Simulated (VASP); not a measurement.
Input of a VASP 6.6.1 run:

The input INCAR:

```
PREC = Accurate ; ENCUT = 520
EDIFF = 1E-6 ; ISMEAR = 0
SIGMA = 0.05 ; LREAL = Auto
LASPH = True ; NELM = 100
ALGO = Normal ; ISIF = 2
LWAVE = False ; LCHARG = False
LDIPOL = True ; IDIPOL = 3
DIPOL = 0.5 0.5 0.293 ; GGA = CA
NBANDS = 68
```

File KPOINTS:

```
Automatic mesh
0
Gamma
  6 4 1
```

File POSCAR:

```
HC12
1.0
    4.8892663280      0.0000000000      0.0000000000
   -2.4446331640      6.7739291692      0.0000000000
    0.0000000000      0.0000000000     22.7684096771
C H
24 2
Direct
    0.4020794403      0.3041588806      0.1756820110
    0.4020794403      0.8041588805      0.1756820110
    0.9020794403      0.3041588806      0.1756820110
    0.9020794403      0.8041588805      0.1756820110
    0.1630408159      0.3260816317      0.2059829668
    0.1630408159      0.8260816317      0.2059829668
    0.6630408159      0.3260816317      0.2059829668
    0.6630408159      0.8260816317      0.2059829668
    0.1846395683      0.3692791367      0.2666259491
    0.1846395683      0.8692791367      0.2666259491
    0.6846395683      0.3692791367      0.2666259491
    0.6846395683      0.8692791367      0.2666259491
    0.4461625696      0.3923265051      0.2960492075
    0.4461625696      0.8923265051      0.2960492075
    0.9461625696      0.3923265051      0.2960492075
    0.9461625696      0.8923265051      0.2960492075
    0.4715644646      0.4431294558      0.3591099590
    0.4715644646      0.9431294558      0.3591099590
    0.9715644646      0.4431294558      0.3591099590
    0.9715644646      0.9431294558      0.3591099590
    0.2327030006      0.4654044969      0.3851129614
    0.2327030006      0.9654044969      0.3851129614
    0.7327030006      0.4654044969      0.3851129614
    0.7327030006      0.9654044969      0.3851129614
    0.2327030006      0.8834082800      0.4329863094
    0.2327030006      1.0474007138      0.4329863094
```

Potentials or basis: VASP PAW LDA potentials, release 64 (C, H).

Launch:

```sh
$ cat potpaw_LDA.64/C/POTCAR potpaw_LDA.64/H/POTCAR > POTCAR
$ mpirun -np 1 vasp_std > vasp.out
```

Problem. Predict the largest force.

Solution. 6.301 eV/Å.

Problem. What does it give for the band gap on the k mesh?

Solution. Zero (filled and empty bands overlap).

Forces in eV/Å, atoms in the order of the input:
```
C    0.004  0.317  1.817
C    0.317  0.352  2.031
C   -0.002  0.305  1.813
C   -0.317  0.373  2.034
C    0.001 -0.722 -3.452
C   -0.002 -0.824 -3.789
C    0.002 -0.720 -3.437
C    0.005 -0.635 -3.161
C   -0.026  0.395  1.518
C   -0.030  0.362  1.316
C    0.021  0.395  1.509
C    0.020  0.315  1.250
C    0.013  0.009  0.101
C    0.301  0.264  0.932
C   -0.008  0.068  0.060
C   -0.320  0.205  0.905
C    0.007 -0.086 -0.363
C    2.871  0.097 -2.355
C    0.006 -0.117 -0.414
C   -2.843 -0.957 -2.277
C   -0.028  0.186  0.454
C   -0.210  0.095  6.297
C    0.013  0.163  0.377
C    0.144  0.068  0.456
H   -0.615 -0.616 -1.640
H    0.677  0.709 -1.981
```
